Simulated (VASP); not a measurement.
Os2N: single point with PBE

Crystal: Os2N.

```xyz
6
Lattice="4.3718 0.0000 0.0000 0.0000 4.3718 0.0000 0.0000 0.0000 4.3718" Properties=species:S:1:pos:R:3 pbc="T T T"
Os    1.0930    1.0930    1.0930
Os    1.0930    3.2789    3.2789
Os    3.2789    3.2789    1.0930
Os    3.2789    1.0930    3.2789
N     0.0000    0.0000    0.0000
N     2.1859    2.1859    2.1859
```

```
Program                : VASP 6.6.1
Task                   : single point
Functional             : PBE
Potentials or basis    : VASP PAW PBE potentials, release 64 (Os, N)
Cutoff                 : 520 eV
k mesh                 : 4 × 4 × 4
Occupations            : gaussian, width 0.1 eV
Spin                   : no spin polarisation
Dipole correction      : no
Further INCAR settings : ALGO = Normal; EDIFF = 1e-06; NBANDS = 30
```

The pressure is 2.8 GPa and the band gap on the k mesh is zero (bands 21 and 22 overlap by 0.99 eV).

Levels at points of the mesh, in eV from the Fermi level:
| k point | band 17 | band 18 | band 19 | band 20 | band 21 | band 22 | band 23 | band 24 | band 25 | band 26 |
| --- | --- | --- | --- | --- | --- | --- | --- | --- | --- | --- |
| (0.00, 0.00, 0.00) | -0.50 | -0.50 | -0.50 | 0.24 | 0.24 | 0.24 | 0.93 | 0.93 | 1.06 | 1.06 |
| (0.50, 0.00, 0.00) | -1.37 | -1.37 | -1.28 | -1.28 | -0.36 | -0.36 | 0.43 | 0.43 | 1.48 | 1.48 |
| (0.50, 0.50, 0.00) | -1.89 | -1.89 | -0.84 | -0.84 | -0.73 | -0.73 | 0.70 | 0.70 | 1.45 | 1.45 |
| (0.50, 0.50, 0.50) | -0.71 | -0.71 | -0.71 | 0.26 | 0.26 | 0.26 | 0.78 | 0.78 | 2.12 | 2.12 |

Run time: 12 s on 1 thread of Intel(R) Xeon(R) 6975P-C (Granite Rapids) (shared host), peak memory 0.2 GiB.

Caveat: spin-orbit coupling is left out, which moves the levels of the heavy elements.
